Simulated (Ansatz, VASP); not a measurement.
InGa2As3: VASP beside Ansatz

```
CELL_PARAMETERS angstrom
4.17125 0.00000 0.00000
-2.08562 3.61241 0.00000
0.00000 0.00000 10.24340
ATOMIC_POSITIONS crystal
In 0.33333 0.66667 0.66826
Ga 0.00000 0.00000 0.00653
Ga 0.66667 0.33333 0.32694
As 0.00000 0.00000 0.24984
As 0.66667 0.33333 0.56915
As 0.33333 0.66667 0.92928
```

Alike in both runs: functional PBE; k mesh 6 × 6 × 2; occupations gaussian, width 0.1 eV; no spin polarisation.

Ansatz relaxed the structure, and its values are those at the end. VASP's run is a single point on that final structure, the one shown.

|  | VASP | Ansatz |
| --- | --- | --- |
| version | VASP 6.6.1 | Ansatz 0.2.0 |
| potentials or method | VASP PAW PBE potentials, release 64 (In_d, Ga_d, As), cutoff 520 eV | scalar-relativistic, plane waves, PAW |
| valence electrons in the cell | 54 | 84 |

Ansatz gave:

- gap on the k mesh at the Fermi level (eV): none
- pressure (GPa): -0.1
- rms of the force components (eV/Å): 0.008

Question: Estimate VASP's values.

Answer: gap on the k mesh at the Fermi level (eV): none; pressure (GPa): 0.1; rms of the force components (eV/Å): 0.009.

A gap of «none» marks a metal or a gap that the smearing closes. VASP's potentials hold 54 valence electrons a cell and Ansatz's 84, so a difference there can come from the potentials and not from the codes.
